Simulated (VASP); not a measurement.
Write the native input for VASP 6.6.1 that does the following.

```yaml
Task: single point
Functional: PBE
Dispersion: D3(BJ)
Potentials_or_basis: VASP PAW PBE potentials, release 64 (W_sv, Si)
Cutoff: 520 eV
k_mesh: 6 × 6 × 1
Occupations: gaussian, width 0.1 eV
Spin: no spin polarisation
Dipole_correction: yes
Further_INCAR_settings: ALGO = Normal; EDIFF = 1e-06; NBANDS = 53
```

The structure of SiW6 lies in POSCAR:

```
SiW6
1.0
    4.4682526324      0.0000000000      0.0000000000
   -2.2341263162      3.8696202902      0.0000000000
    0.0000000000      0.0000000000     21.7259061349
W Si
6 1
Direct
    0.6666666667      0.3333333333      0.1841119986
    0.3333333333      0.6666666667      0.2260931360
    0.0000000000      0.0000000000      0.2680742733
    0.6666666667      0.3333333333      0.3070897866
    0.3333333333      0.6666666667      0.3466976876
    0.0000000000      0.0000000000      0.3832248047
    0.0000000000      0.6666666667      0.5121032037
```

The input as run:

INCAR

```
SYSTEM = SiW6
PREC = Accurate ; ENCUT = 520
EDIFF = 1E-6 ; ISMEAR = 0
SIGMA = 0.1 ; LREAL = .False.
LASPH = .True. ; NELM = 80
ALGO = Normal ; ISIF = 2
LWAVE = .False. ; LCHARG = .False.
LDIPOL = .True. ; IDIPOL = 3
DIPOL = 0.5 0.5 0.318 ; GGA = PE
IVDW = 12 ; NBANDS = 53
```

KPOINTS

```
regular mesh
0
Gamma
  6 6 1
  0 0 0
```

Potentials or basis: VASP PAW PBE potentials, release 64 (W_sv, Si).

Run with:

```bash
$ cat potpaw_PBE.64/W_sv/POTCAR potpaw_PBE.64/Si/POTCAR > POTCAR
$ mpirun -np 1 vasp_std > vasp.out
```

Results of the run:

```yaml
Largest_force: 2.097 eV/Å
Band_gap_on_the_k_mesh: zero (band 44 reaches 0.41 eV, above the bottom of band 45 at 0.13 eV)
Dispersion_energy_per_atom: -0.405 eV
```

Caveat: spin-orbit coupling is left out, which moves the levels of the heavy elements.

Wall time 17 min on 1 thread of Oxide Virtual Turin-like Processor (shared host), peak memory 0.62 GiB.
